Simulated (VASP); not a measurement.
# HfZr2Se6 (P-3m1) in VASP: a series of runs, part 2 of 3

VASP 6.6.1.

## 3. Single point, PBE

Contents of INCAR:

```
SYSTEM = HfZr2Se6
PREC = Accurate ; ENCUT = 520
EDIFF = 1E-7 ; ISMEAR = 0
SIGMA = 0.02 ; LREAL = .False.
LASPH = .True. ; NELM = 100
ALGO = Normal ; ISIF = 2
LWAVE = .False. ; LCHARG = .False.
GGA = PE ; NBANDS = 45
```

Contents of KPOINTS:

```
Automatic mesh
0
Gamma
  12 12 2
  0 0 0
```

Contents of POSCAR:

```
HfZr2Se6
1.0
    3.7897182879     -0.0000000289      0.0000000000
   -1.8948591189      3.2819923249      0.0000000000
    0.0000000000      0.0000000000     20.8159916000
Zr Hf Se
2 1 6
Direct
    0.0000000000      0.0000000000      0.8344340000
    0.0000000000      0.0000000000      0.1655660000
    0.0000000000      0.0000000000      0.5000000000
    0.3333333333      0.6666666667      0.9106720000
    0.3333333333      0.6666666667      0.2418020000
    0.3333333333      0.6666666667      0.5753470000
    0.6666666667      0.3333333333      0.0893280000
    0.6666666667      0.3333333333      0.4246530000
    0.6666666667      0.3333333333      0.7581980000
```

Potentials or basis: VASP PAW PBE potentials, release 64 (Zr_sv, Hf_pv, Se).

Launch:

```bash
> cat potpaw_PBE.64/Zr_sv/POTCAR potpaw_PBE.64/Hf_pv/POTCAR potpaw_PBE.64/Se/POTCAR > POTCAR
> mpirun -np 1 vasp_std > vasp.out
```

OUTCAR:

```text
SYSTEM = HfZr2Se6
   PREC = Accurate
   ENCUT = 520
   EDIFF = 1E-7
   ISMEAR = 0
   LREAL = .False.
   LASPH = .True.
   NELM = 100
   ISIF = 2
   GGA = PE

 ion  position               nearest neighbor table
   1  0.000  0.000  0.834-   9 2.70   9 2.70   9 2.70   4 2.70   4 2.70   4 2.70
   2  0.000  0.000  0.166-   5 2.70   5 2.70   5 2.70   7 2.70   7 2.70   7 2.70
   3  0.000  0.000  0.500-   6 2.69   8 2.69   6 2.69   8 2.69   8 2.69   6 2.69
   4  0.333  0.667  0.911-   1 2.70   1 2.70   1 2.70
   5  0.333  0.667  0.242-   2 2.70   2 2.70   2 2.70
   6  0.333  0.667  0.575-   3 2.69   3 2.69   3 2.69
   7  0.667  0.333  0.089-   2 2.70   2 2.70   2 2.70
   8  0.667  0.333  0.425-   3 2.69   3 2.69   3 2.69
   9  0.667  0.333  0.758-   1 2.70   1 2.70   1 2.70

  LATTYP: Found a hexagonal cell.
 ALAT       =     3.7897182879
 C/A-ratio  =     5.4927543471

  Lattice vectors:

 A1 = (   3.7897182879,  -0.0000000289,   0.0000000000)
 A2 = (  -1.8948591189,   3.2819923249,   0.0000000000)
 A3 = (   0.0000000000,   0.0000000000,  20.8159916000)

Analysis of symmetry for initial positions (statically):
=====================================================================
 Subroutine PRICEL returns:
 Original cell was already a primitive cell.

 Routine SETGRP: Setting up the symmetry group for a
 hexagonal supercell.

 Subroutine GETGRP returns: Found 12 space group operations
 (whereof 12 operations were pure point group operations)
 out of a pool of 24 trial point group operations.

The static configuration has the point symmetry D_3d.

Analysis of symmetry for dynamics (positions and initial velocities):
=====================================================================
 Subroutine PRICEL returns:
 Original cell was already a primitive cell.

 Routine SETGRP: Setting up the symmetry group for a
 hexagonal supercell.

 Subroutine GETGRP returns: Found 12 space group operations
 (whereof 12 operations were pure point group operations)
 out of a pool of 24 trial point group operations.

The dynamic configuration has the point symmetry D_3d.

 Subroutine INISYM returns: Found 12 space group operations
 (whereof 12 operations are pure point group operations),
 and found     1 'primitive' translations

----------------------------------------------------------------------------------------

                                     Primitive cell

  volume of cell :     258.9057

  direct lattice vectors                    reciprocal lattice vectors
     3.789718288 -0.000000029  0.000000000     0.263871858  0.152346485  0.000000000
    -1.894859119  3.281992325  0.000000000     0.000000002  0.304692975  0.000000000
     0.000000000  0.000000000 20.815991600     0.000000000  0.000000000  0.048039989

  length of vectors
     3.789718288  3.789718288 20.815991600     0.304692975  0.304692975  0.048039989

  position of ions in fractional coordinates (direct lattice)
     0.000000000  0.000000000  0.834434000
     0.000000000  0.000000000  0.165566000
[... 48 lines left out ...]
  0.000000  0.000000  0.000000      1.000000
  0.083333  0.000000  0.000000      6.000000
  0.166667  0.000000  0.000000      6.000000
  0.250000  0.000000  0.000000      6.000000
  0.333333  0.000000  0.000000      6.000000
  0.416667  0.000000  0.000000      6.000000
[... 16 lines left out ...]
  0.250000  0.000000  0.500000      6.000000
  0.333333  0.000000  0.500000      6.000000
 [... further k-points ...]
   k-points           NKPTS =     38   k-points in BZ     NKDIM =     38   number of bands    NBANDS=     45
   number of dos      NEDOS =    301   number of ions     NIONS =      9
   total plane-waves  NPLWV = 125440
   dimension x,y,z NGX =    28 NGY =   28 NGZ =  160
   dimension x,y,z NGXF=    56 NGYF=   56 NGZF=  320
   ions per type =               2   1   6
   NGX,Y,Z   is equivalent  to a cutoff of  12.28, 12.28, 12.78 a.u.
   NGXF,Y,Z  is equivalent  to a cutoff of  24.57, 24.57, 25.56 a.u.
 SYSTEM =  HfZr2Se6
   PREC   = accura    normal or accurate (medium, high low for compatibility)
   ISTART =      0    job   : 0-new  1-cont  2-samecut
   ICHARG =      2    charge: 1-file 2-atom 10-const
   ISPIN  =      1    spin polarized calculation?
   LNONCOLLINEAR =      F non collinear calculations
   LSORBIT =      F    spin-orbit coupling
   LASPH  =      T    aspherical Exc in radial PAW
   ENCUT  =  520.0 eV  38.22 Ry    6.18 a.u.   7.05  7.05 38.70*2*pi/ulx,y,z
   NELM   =    100;   NELMIN=  2; NELMDL= -5     # of ELM steps
   EDIFF  = 0.1E-06   stopping-criterion for ELM
   LREAL  =      F    real-space projection
   EDIFFG = 0.1E-05   stopping-criterion for IOM
   NSW    =      0    number of steps for IOM
   IBRION =     -1    ionic relax: 0-MD 1-quasi-New 2-CG
   NFREE  =      0    steps in history (QN), initial steepest desc. (CG)
   ISIF   =      2    stress and relaxation
   ISYM   =      2    0-nonsym 1-usesym 2-fastsym
   POTIM  = 0.5000    time-step for ionic-motion
   TEBEG  =    0.0;   TEEND  =   0.0 temperature during run
   PSTRESS=    0.0 pullay stress
   NELECT =      70.0000    total number of electrons
   NUPDOWN=      -1.0000    fix difference up-down
   EMIN   =  10.00;   EMAX   =-10.00  energy-range for DOS
   EFERMI =   0.00;   METHOD = LEGACY
   ISMEAR =     0;   SIGMA  =   0.02  broadening in eV -4-tet -1-fermi 0-gaus
   EFERMI_NEDOS =   21; number of points for ismear=-14 and -15
   IALGO  =     38    algorithm
   IMIX   =      4    mixing-type and parameters
     AMIX     =   0.40;   BMIX     =  1.00
     AMIX_MAG =   1.60;   BMIX_MAG =  1.00
  volume/ion in A,a.u.               =      28.77       194.13
  Fermi-wavevector in a.u.,A,eV,Ry     =   1.058588  2.000441 15.246806  1.120609
  Thomas-Fermi vector in A             =   2.193903
   LORBIT       =      0    0 simple, 1 ext, 2 COOP (PROOUT), +10 PAW based schemes
   GGA     = PE    functional components
   LHFCALC =     F    Hartree Fock is set to
   AEXX    =    0.0000 exact exchange contribution
   IVDW    =     0    specifies the selected vdW correction
   LEPSILON=     F    determine dielectric tensor
   LRPA    =     F    only Hartree local field effects (RPA)
 non-spin polarized calculation
 Gauss-broadening in eV      SIGMA  =   0.02
  energy-cutoff  :      520.00
  volume of cell :      258.91
 maximum number of plane-waves:      7020
   NGX = 15   NGY = 15   NGZ = 77

 number of electron      70.0000000 magnetization

 Free energy of the ion-electron system (eV)
  ---------------------------------------------------
  ext. energy  EPLUGINS =         0.00000000
  ---------------------------------------------------
  free energy    TOTEN  =       -60.18847015 eV

  energy without entropy =      -60.18847015  energy(sigma->0) =      -60.18847015

 E-fermi :   2.8837     XC(G=0):  -8.7896

 val. band max:        2.7891220949   @ k =   0.0000   0.0000   0.0000
 cond. band min:       3.2054796695   @ k =   0.5000   0.0000   0.5000
 fundamental gap:      0.4163575746
 Fermi energy:         2.8837345742

 k-point     1 :       0.0000    0.0000    0.0000
  band No.  band energies     occupation
      1     -46.6798      2.00000
      2     -46.6798      2.00000
      3     -28.5406      2.00000
      4     -28.4782      2.00000
      5     -28.4782      2.00000
      6     -24.7142      2.00000
[... 1141 lines left out ...]
     44       5.9110      0.00000
     45       6.9178      0.00000

 [... further k-points ...]

------------------------ aborting loop because EDIFF is reached ----------------------------------------

  FORCE on cell =-STRESS in cart. coord.  units (eV):
  Direction    XX          YY          ZZ          XY          YZ          ZX
  --------------------------------------------------------------------------------------
  -------------------------------------------------------------------------------------
  Total       -0.0634903     -0.0634903     -0.0321059     -0.0000000      0.0000000     -0.0000000
  in kB       -0.3928949     -0.3928949     -0.1986797     -0.0000000      0.0000000     -0.0000000
  external PRESSURE =      -0.3281565 kB  Pullay stress =       0.0000000 kB

 VOLUME and BASIS-vectors are now :
 -----------------------------------------------------------------------------
  energy-cutoff  :      520.00
  volume of cell :      258.91
      direct lattice vectors                 reciprocal lattice vectors
     3.789718288 -0.000000029  0.000000000     0.263871858  0.152346485  0.000000000
    -1.894859119  3.281992325  0.000000000     0.000000002  0.304692975  0.000000000
     0.000000000  0.000000000 20.815991600     0.000000000  0.000000000  0.048039989

 POSITION                                       TOTAL-FORCE (eV/Angst)
 -----------------------------------------------------------------------------------
      0.00000      0.00000     17.36957         0.000000      0.000000      0.000068
      0.00000      0.00000      3.44642         0.000000      0.000000     -0.000068
      0.00000      0.00000     10.40800         0.000000      0.000000     -0.000000
      0.00000      2.18799     18.95654         0.000000      0.000000      0.017997
      0.00000      2.18799      5.03335         0.000000     -0.000000      0.017950
      0.00000      2.18799     11.97642        -0.000000      0.000000     -0.043229
      1.89486      1.09400      1.85945         0.000000     -0.000000     -0.017997
      1.89486      1.09400      8.83957        -0.000000     -0.000000      0.043229
      1.89486      1.09400     15.78264         0.000000      0.000000     -0.017950
 -----------------------------------------------------------------------------------
    total drift:                               -0.000000      0.000000      0.000000

  FREE ENERGIE OF THE ION-ELECTRON SYSTEM (eV)
  ---------------------------------------------------
  free  energy   TOTEN  =       -60.1884701499 eV

  energy  without entropy=      -60.1884701499  energy(sigma->0) =      -60.18847015
```

It took 5.9 min on 1 thread of Intel Xeon Platinum 8488C (Sapphire Rapids), shared host; peak memory 0.6 GiB.

What came out:

```yaml
Free_energy: -60.1885 eV
Pressure: 0.0 GPa
Largest_force: 0.043 eV/Å
Band_gap_on_the_k_mesh: 0.42 eV, indirect (least direct gap 1.11 eV)
```

Forces on the atoms (eV/Å):
```
Zr   0.000  0.000  0.000
Zr   0.000  0.000  0.000
Hf   0.000  0.000  0.000
Se   0.000  0.000  0.018
Se   0.000  0.000  0.018
Se   0.000  0.000 -0.043
Se   0.000  0.000 -0.018
Se   0.000  0.000  0.043
Se   0.000  0.000 -0.018
```

Levels at points of the mesh, in eV from the valence-band top:
| k point | band 32 | band 33 | band 34 | band 35 | band 36 | band 37 | band 38 | band 39 |
| --- | --- | --- | --- | --- | --- | --- | --- | --- |
| (0.00, 0.00, 0.00) | -0.03 | -0.03 | 0.00 | 0.00 | 1.11 | 1.11 | 1.11 | 1.11 |
| (0.50, 0.00, 0.00) | -1.39 | -1.21 | -1.08 | -1.04 | 0.43 | 0.49 | 0.66 | 2.59 |
| (0.00, 0.00, 0.50) | -0.02 | -0.02 | 0.00 | 0.00 | 1.11 | 1.11 | 1.11 | 1.11 |
| (0.50, 0.00, 0.50) | -1.30 | -1.21 | -1.09 | -1.03 | 0.42 | 0.50 | 0.66 | 2.59 |

Caveat: spin-orbit coupling is left out, which moves the levels of the heavy elements; this functional lacks dispersion, which binds the layers, so the pressure and a relaxed spacing across them are unreliable. A k mesh can miss the band edges.

(Part 2 of 3 ends here.)
